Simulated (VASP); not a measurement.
# LiCl (I4/mmm) in VASP: a series of runs

Runs on LiCl. Level: PBE. Tasks: single point.

Everything below comes from runs of VASP 6.6.1. Logs are shortened: lines on timing, memory, paths and dates and some standing lists are left out, and cuts for length are marked.

## 1. The cell of the first run

Symmetry: I4/mmm, No. 139, tetragonal system. Conventional cell: a = 3.627 Å, b = 3.627 Å, c = 5.283 Å, α = 90.00°, β = 90.00°, γ = 90.00°. Li (site symmetry 4/mmm) has 6 Cl at 2.56 to 2.64 Å within 3.4 Å. Within 3.4 Å of Cl (site symmetry 4/mmm) lie 6 Li at 2.56 to 2.64 Å.

## 2. Single point, PBE (strain +0.0300 x Voigt [1, 0, 0, 0, 0, 0])

Input file INCAR:

```
ALGO     = Normal         # electronic algorithm
EDIFF    = 1E-6           # SCF threshold, eV
ENCUT    = 520            # plane-wave cutoff, eV
GGA      = PE             # functional
ISIF     = 2              # what is computed and relaxed
ISMEAR   = 0              # smearing method
LASPH    = True           # aspherical terms in the spheres
LCHARG   = False          # write CHGCAR
LREAL    = False          # projectors in reciprocal space
LWAVE    = False          # write WAVECAR
NBANDS   = 12             # bands
NELM     = 80             # most SCF steps
PREC     = Accurate       # precision mode
SIGMA    = 0.05           # smearing width, eV
```

Input file KPOINTS:

```
k-points
0
Gamma
  8 8 8
```

Input file POSCAR:

```
LiCl
1.0
    0.0000000000      2.5647600000      2.5647600000
    2.6417028000      0.0000000000      2.5647600000
    2.6417028000      2.5647600000      0.0000000000
Li Cl
1 1
Direct
    0.0000000000      0.0000000000      0.0000000000
    0.5000000000      0.5000000000      0.5000000000
```

Potentials or basis: VASP PAW PBE potentials, release 64 (Li_sv, Cl).

Run with:

```
$ cat potpaw_PBE.64/Li_sv/POTCAR potpaw_PBE.64/Cl/POTCAR > POTCAR
$ mpirun -np 1 vasp_std > vasp.out
```

OUTCAR:

```text
EDIFF = 1E-6
   ENCUT = 520
   GGA = PE
   ISIF = 2
   ISMEAR = 0
   LASPH = True
   LREAL = False
   NELM = 80
   PREC = Accurate

 ion  position               nearest neighbor table
   1  0.000  0.000  0.000-   2 2.56   2 2.56   2 2.56   2 2.56
   2  0.500  0.500  0.500-   1 2.56   1 2.56   1 2.56   1 2.56

  LATTYP: Found a body centered tetragonal cell.
 ALAT       =     3.6271183762
 C/A-ratio  =     1.4566399692

  Lattice vectors:

 A1 = (   2.6417028000,   0.0000000000,   2.5647600000)
 A2 = (   2.6417028000,   0.0000000000,  -2.5647600000)
 A3 = (  -2.6417028000,   2.5647600000,   0.0000000000)

Analysis of symmetry for initial positions (statically):
=====================================================================
 Subroutine PRICEL returns:
 Original cell was already a primitive cell.

 Routine SETGRP: Setting up the symmetry group for a
 body centered tetragonal supercell.

 Subroutine GETGRP returns: Found 16 space group operations
 (whereof 16 operations were pure point group operations)
 out of a pool of 16 trial point group operations.

The static configuration has the point symmetry D_4h.

Analysis of symmetry for dynamics (positions and initial velocities):
=====================================================================
 Subroutine PRICEL returns:
 Original cell was already a primitive cell.

 Routine SETGRP: Setting up the symmetry group for a
 body centered tetragonal supercell.

 Subroutine GETGRP returns: Found 16 space group operations
 (whereof 16 operations were pure point group operations)
 out of a pool of 16 trial point group operations.

The dynamic configuration has the point symmetry D_4h.

 Subroutine INISYM returns: Found 16 space group operations
 (whereof 16 operations are pure point group operations),
 and found     1 'primitive' translations

----------------------------------------------------------------------------------------

                                     Primitive cell

  volume of cell :      34.7542

  direct lattice vectors                    reciprocal lattice vectors
     0.000000000  2.564760000  2.564760000    -0.189271859  0.194950015  0.194950015
     2.641702800  0.000000000  2.564760000     0.189271859 -0.194950015  0.194950015
     2.641702800  2.564760000  0.000000000     0.189271859  0.194950015 -0.194950015

  length of vectors
     3.627118376  3.681927150  3.681927150     0.334417184  0.334417184  0.334417184

  position of ions in fractional coordinates (direct lattice)
     0.000000000  0.000000000  0.000000000
     0.500000000  0.500000000  0.500000000

  ion indices of the primitive-cell ions
   primitive index   ion index
                 1           1
                 2           2

----------------------------------------------------------------------------------------

 KPOINTS: k-points

Automatic generation of k-mesh.
 Grid dimensions read from file:
 generate k-points for:    8    8    8

 Generating k-lattice:

  Cartesian coordinates                     Fractional coordinates (reciprocal lattice)
    -0.023658982  0.024368752  0.024368752     0.125000000  0.000000000  0.000000000
     0.023658982 -0.024368752  0.024368752     0.000000000  0.125000000  0.000000000
     0.023658982  0.024368752 -0.024368752     0.000000000  0.000000000  0.125000000

  Length of vectors
     0.041802148  0.041802148  0.041802148

  Shift w.r.t. Gamma in fractional coordinates (k-lattice)
     0.000000000  0.000000000  0.000000000

 Subroutine IBZKPT returns following result:
 ===========================================

 Found     59 irreducible k-points:

 Following reciprocal coordinates:
            Coordinates               Weight
  0.000000  0.000000  0.000000      1.000000
  0.125000  0.000000  0.000000      8.000000
  0.250000  0.000000  0.000000      8.000000
  0.375000 -0.000000 -0.000000      8.000000
  0.500000  0.000000  0.000000      4.000000
  0.125000  0.125000  0.000000      4.000000
[... 16 lines left out ...]
  0.250000  0.125000  0.125000      4.000000
  0.375000  0.125000  0.125000      8.000000
 [... further k-points ...]
   k-points           NKPTS =     59   k-points in BZ     NKDIM =     59   number of bands    NBANDS=     12
   number of dos      NEDOS =    301   number of ions     NIONS =      2
   total plane-waves  NPLWV =  21952
   dimension x,y,z NGX =    28 NGY =   28 NGZ =   28
   dimension x,y,z NGXF=    56 NGYF=   56 NGZF=   56
   ions per type =               1   1
   NGX,Y,Z   is equivalent  to a cutoff of  12.83, 12.64, 12.64 a.u.
   NGXF,Y,Z  is equivalent  to a cutoff of  25.67, 25.29, 25.29 a.u.
 SYSTEM =  unknown system
   PREC   = accura    normal or accurate (medium, high low for compatibility)
   ISTART =      0    job   : 0-new  1-cont  2-samecut
   ICHARG =      2    charge: 1-file 2-atom 10-const
   ISPIN  =      1    spin polarized calculation?
   LNONCOLLINEAR =      F non collinear calculations
   LSORBIT =      F    spin-orbit coupling
[... 62 lines left out ...]
      3       0.3351      2.00000
      4       0.3351      2.00000
      5       0.4074      2.00000
      6       6.5353      0.00000
      7      12.1103      0.00000
      8      12.3635      0.00000
      9      12.3635      0.00000
     10      14.3462      0.00000
     11      14.6833      0.00000
     12      14.9087      0.00000

 k-point     2 :       0.1250    0.0000    0.0000
  band No.  band energies     occupation
      1     -43.2122      2.00000
      2     -12.8646      2.00000
      3      -0.1478      2.00000
      4       0.3058      2.00000
      5       0.3380      2.00000
      6       6.9943      0.00000
      7      11.4699      0.00000
      8      12.0100      0.00000
      9      12.2969      0.00000
     10      13.3101      0.00000
     11      13.4768      0.00000
     12      15.1770      0.00000

 k-point     3 :       0.2500    0.0000    0.0000
  band No.  band energies     occupation
      1     -43.2114      2.00000
      2     -12.6847      2.00000
      3      -1.1554      2.00000
      4       0.2258      2.00000
      5       0.2388      2.00000
      6       7.4736      0.00000
      7      10.8568      0.00000
      8      11.1625      0.00000
      9      11.2329      0.00000
     10      14.2377      0.00000
     11      14.2477      0.00000
     12      15.7373      0.00000

 k-point     4 :       0.3750   -0.0000   -0.0000
  band No.  band energies     occupation
      1     -43.2106      2.00000
      2     -12.4904      2.00000
      3      -2.0071      2.00000
      4       0.1223      2.00000
      5       0.1772      2.00000
      6       7.2574      0.00000
      7      10.0288      0.00000
      8      10.2694      0.00000
      9      12.2905      0.00000
     10      15.9220      0.00000
     11      16.0268      0.00000
     12      16.4154      0.00000

 k-point     5 :       0.5000    0.0000    0.0000
  band No.  band energies     occupation
      1     -43.2103      2.00000
      2     -12.4050      2.00000
      3      -2.3332      2.00000
      4       0.0814      2.00000
      5       0.1531      2.00000
      6       7.0859      0.00000
      7       9.7397      0.00000
      8       9.9604      0.00000
      9      13.0346      0.00000
     10      17.0709      0.00000
     11      17.2413      0.00000
     12      17.4997      0.00000
[... 228 lines left out ...]
      1     -43.2095      2.00000
      2     -12.1628      2.00000
      3      -2.4013      2.00000
      4      -0.8108      2.00000
      5      -0.6194      2.00000
      6       8.1670      0.00000
      7       8.6565      0.00000
      8      12.6902      0.00000
      9      13.9067      0.00000
     10      14.4749      0.00000
     11      17.2368      0.00000
     12      18.5551      0.00000

 k-point    22 :       0.0000    0.1250    0.1250
  band No.  band energies     occupation
      1     -43.2122      2.00000
      2     -12.8436      2.00000
      3      -0.0662      2.00000
      4       0.1772      2.00000
      5       0.1772      2.00000
      6       7.2177      0.00000
      7      11.2384      0.00000
      8      11.6327      0.00000
      9      12.4735      0.00000
     10      12.4736      0.00000
     11      15.3679      0.00000
     12      15.7241      0.00000

 k-point    23 :       0.2500    0.1250    0.1250
  band No.  band energies     occupation
      1     -43.2117      2.00000
      2     -12.7539      2.00000
      3      -0.6900      2.00000
      4       0.0421      2.00000
      5       0.3484      2.00000
      6       7.5785      0.00000
      7      10.7110      0.00000
      8      11.5881      0.00000
      9      11.5986      0.00000
     10      12.9910      0.00000
     11      14.7470      0.00000
     12      15.4072      0.00000

 k-point    24 :       0.3750    0.1250    0.1250
  band No.  band energies     occupation
      1     -43.2109      2.00000
      2     -12.5651      2.00000
      3      -1.4946      2.00000
      4      -0.2523      2.00000
      5       0.2794      2.00000
      6       7.9429      0.00000
      7      10.3709      0.00000
      8      10.6242      0.00000
      9      11.2287      0.00000
     10      14.0734      0.00000
     11      15.9576      0.00000
     12      16.6773      0.00000

 [... further k-points ...]
[... 5 lines left out ...]
  --------------------------------------------------------------------------------------
  -------------------------------------------------------------------------------------
  Total       -0.2313039     -0.0707918     -0.0707918      0.0000000      0.0000000     -0.0000000
  in kB      -10.6631645     -3.2635172     -3.2635172      0.0000000      0.0000000     -0.0000000
  external PRESSURE =      -5.7300663 kB  Pullay stress =       0.0000000 kB

 VOLUME and BASIS-vectors are now :
 -----------------------------------------------------------------------------
  energy-cutoff  :      520.00
  volume of cell :       34.75
      direct lattice vectors                 reciprocal lattice vectors
     0.000000000  2.564760000  2.564760000    -0.189271859  0.194950015  0.194950015
     2.641702800  0.000000000  2.564760000     0.189271859 -0.194950015  0.194950015
     2.641702800  2.564760000  0.000000000     0.189271859  0.194950015 -0.194950015

 POSITION                                       TOTAL-FORCE (eV/Angst)
 -----------------------------------------------------------------------------------
      0.00000      0.00000      0.00000        -0.000000      0.000000      0.000000
      2.64170      2.56476      2.56476         0.000000     -0.000000     -0.000000
 -----------------------------------------------------------------------------------
    total drift:                                0.000000      0.000000      0.000000

  FREE ENERGIE OF THE ION-ELECTRON SYSTEM (eV)
  ---------------------------------------------------
  free  energy   TOTEN  =        -7.3835409873 eV

  energy  without entropy=       -7.3835409873  energy(sigma->0) =       -7.38354099
```

Run time: 9.2 s. Hardware: 1 thread of Intel Xeon 6975P-C (Granite Rapids), shared host; peak memory 0.16 GiB.

What came out:

```yaml
Free_energy: -7.3835 eV
Band_gap_on_the_k_mesh: 6.13 eV, direct
```

Caveat: the cell differs from its parent crystal (strain +0.0300 x Voigt [1, 0, 0, 0, 0, 0]); the cutoff is under 1.25 times the usual one of these potentials, so pressure, stress and relaxed cells hold a basis-set (Pulay) error. A k mesh can miss the band edges.

## 3. Single point, PBE (strain +0.0400 x Voigt [1, 0, 0, 0, 0, 0])

Input file INCAR:

```
SYSTEM = LiCl
PREC = Accurate
ENCUT = 520
EDIFF = 1E-6
ISMEAR = 0
SIGMA = 0.05
LREAL = .False.
LASPH = .True.
NELM = 60
ALGO = Normal
ISIF = 2
LWAVE = .False.
LCHARG = .True.
GGA = PE
LELF = .True.
LVHAR = .True.
NBANDS = 12
```

Input file KPOINTS:

```
regular mesh
0
Gamma
  8 8 8
  0 0 0
```

Input file POSCAR:

```
LiCl
1.0
    0.0000000000      2.5647600000      2.5647600000
    2.6673504000      0.0000000000      2.5647600000
    2.6673504000      2.5647600000      0.0000000000
Li Cl
1 1
Direct
    0.0000000000      0.0000000000      0.0000000000
    0.5000000000      0.5000000000      0.5000000000
```

Potentials or basis: VASP PAW PBE potentials, release 64 (Li_sv, Cl).

Run with:

```
$ cat potpaw_PBE.64/Li_sv/POTCAR potpaw_PBE.64/Cl/POTCAR > POTCAR
$ mpirun -np 1 vasp_std > vasp.out
```

Run time: 10 s. Hardware: 1 thread of Intel Xeon 6975P-C (Granite Rapids), shared host; peak memory 0.15 GiB.

Results (log left out):

- Free energy: -7.3811 eV
- Band gap on the k mesh: 6.06 eV, direct

Levels at points of the mesh, in eV from the valence-band top:
```tsv
k point	band 1	band 2	band 3	band 4	band 5	band 6	band 7	band 8	band 9	band 10
(0.00, 0.00, 0.00)	-43.65	-13.32	-0.09	-0.09	0.00	6.06	11.63	11.97	11.97	13.76
(0.50, 0.00, 0.00)	-43.65	-12.81	-2.72	-0.35	-0.25	6.65	9.29	9.57	12.52	16.59
(0.50, 0.50, 0.00)	-43.65	-12.56	-2.78	-1.25	-1.00	7.72	8.24	12.24	13.31	14.05
(0.00, 0.50, 0.50)	-43.65	-12.63	-2.77	-1.01	-1.01	7.80	8.41	11.71	13.96	13.96
```

Caveat: the cell differs from its parent crystal (strain +0.0400 x Voigt [1, 0, 0, 0, 0, 0]); the cutoff is under 1.25 times the usual one of these potentials, so pressure, stress and relaxed cells hold a basis-set (Pulay) error. A k mesh can miss the band edges.

## 4. Single point, PBE (strain +0.0200 x Voigt [1, 0, 0, 0, 0, 0])

Input file INCAR:

```
SYSTEM = LiCl
PREC = Accurate
ENCUT = 520
EDIFF = 1E-7
ISMEAR = 0
SIGMA = 0.05
LREAL = .FALSE.
LASPH = .TRUE.
NELM = 100
ALGO = Normal
ISIF = 2
LWAVE = .FALSE.
LCHARG = .FALSE.
GGA = PE
NBANDS = 12
```

Input file KPOINTS:

```
regular mesh
0
G
  8 8 8
  0 0 0
```

Input file POSCAR:

```
LiCl
1.0
    0.0000000000      2.5647600000      2.5647600000
    2.6160552000      0.0000000000      2.5647600000
    2.6160552000      2.5647600000      0.0000000000
Li Cl
1 1
Direct
    0.0000000000      0.0000000000      0.0000000000
    0.5000000000      0.5000000000      0.5000000000
```

Run with:

```
$ cat potpaw_PBE.64/Li_sv/POTCAR potpaw_PBE.64/Cl/POTCAR > POTCAR
$ mpirun -np 1 vasp_std > vasp.out
```

It took 11 s on 1 thread of Intel Xeon 6975P-C (Granite Rapids), shared host; peak memory 0.15 GiB.

It converged, with:

```yaml
Free_energy: -7.3852 eV
Band_gap_on_the_k_mesh: 6.20 eV, direct
```

Levels at points of the mesh, in eV from the valence-band top:
```
           k point  band 3  band 4  band 5  band 6  band 7  band 8
(0.00, 0.00, 0.00)   -0.05   -0.05    0.00    6.20   11.78   11.95
(0.50, 0.00, 0.00)   -2.77   -0.30   -0.26    6.70    9.38    9.53
(0.50, 0.50, 0.00)   -2.84   -1.18   -1.05    7.80    8.26   12.33
(0.00, 0.50, 0.50)   -2.83   -1.06   -1.06    7.84    8.35   12.06
```

Caveat: the cell differs from its parent crystal (strain +0.0200 x Voigt [1, 0, 0, 0, 0, 0]); the cutoff is under 1.25 times the usual one of these potentials, so pressure, stress and relaxed cells hold a basis-set (Pulay) error.

## 5. Single point, PBE (strain +0.0350 x Voigt [1, 0, 0, 0, 0, 0])

Input file INCAR:

```
SYSTEM = LiCl
ALGO = Normal
EDIFF = 1E-7
ENCUT = 520
GGA = PE
ISIF = 2
ISMEAR = 0
LASPH = .True.
LCHARG = .True.
LELF = .True.
LREAL = .False.
LVHAR = .True.
LWAVE = .False.
NBANDS = 12
NELM = 100
PREC = Accurate
SIGMA = 0.05
```

Input file KPOINTS:

```
k-points
0
Gamma
  8 8 8
  0 0 0
```

Input file POSCAR:

```
LiCl
1.0
    0.0000000000      2.5647600000      2.5647600000
    2.6545266000      0.0000000000      2.5647600000
    2.6545266000      2.5647600000      0.0000000000
Li Cl
1 1
Direct
    0.0000000000      0.0000000000      0.0000000000
    0.5000000000      0.5000000000      0.5000000000
```

Run with:

```
$ cat potpaw_PBE.64/Li_sv/POTCAR potpaw_PBE.64/Cl/POTCAR > POTCAR
$ mpirun -np 1 vasp_std > vasp.out
```

It took 12 s on 1 thread of Intel Xeon 6975P-C (Granite Rapids), shared host; peak memory 0.15 GiB.

The run converged. Its results:

| Property | Result |
| --- | --- |
| Free energy | -7.3824 eV |
| Band gap on the k mesh | 6.10 eV, direct |

Levels at points of the mesh, in eV from the valence-band top:
```csv
k point,band 1,band 2,band 3,band 4,band 5,band 6,band 7,band 8,band 9,band 10
"(0.00, 0.00, 0.00)",-43.63,-13.33,-0.08,-0.08,0.00,6.10,11.67,11.96,11.96,13.85
"(0.50, 0.00, 0.00)",-43.63,-12.81,-2.73,-0.34,-0.25,6.67,9.31,9.56,12.57,16.63
"(0.50, 0.50, 0.00)",-43.63,-12.57,-2.79,-1.24,-1.01,7.74,8.24,12.26,13.40,14.06
"(0.00, 0.50, 0.50)",-43.63,-12.63,-2.79,-1.03,-1.03,7.81,8.39,11.79,13.98,13.98
```

Caveat: the cell differs from its parent crystal (strain +0.0350 x Voigt [1, 0, 0, 0, 0, 0]); the cutoff is under 1.25 times the usual one of these potentials, so pressure, stress and relaxed cells hold a basis-set (Pulay) error.

## 6. Summary

```csv
cell,gap on the mesh (eV)
"a = 3.627, b = 3.682, c = 3.682 Å, angles 59.0, 60.5, 60.5°, 2 atoms",6.13
"a = 3.627, b = 3.700, c = 3.700 Å, angles 58.7, 60.7, 60.7°, 2 atoms",6.06
"a = 3.627, b = 3.664, c = 3.664 Å, angles 59.3, 60.3, 60.3°, 2 atoms",6.20
"a = 3.627, b = 3.691, c = 3.691 Å, angles 58.9, 60.6, 60.6°, 2 atoms",6.10
```

Alike in all rows: task single point; level PBE; potentials or basis VASP PAW PBE potentials, release 64 (Li_sv, Cl); no spin polarisation; k mesh 8 × 8 × 8; cutoff (eV) 520; smearing gaussian 0.05 eV.

Caveats: the cutoff is under 1.25 times the usual one of these potentials, so pressure, stress and relaxed cells hold a basis-set (Pulay) error.

Total energies depend on the potentials used, so only differences within one code and one set of settings carry meaning.
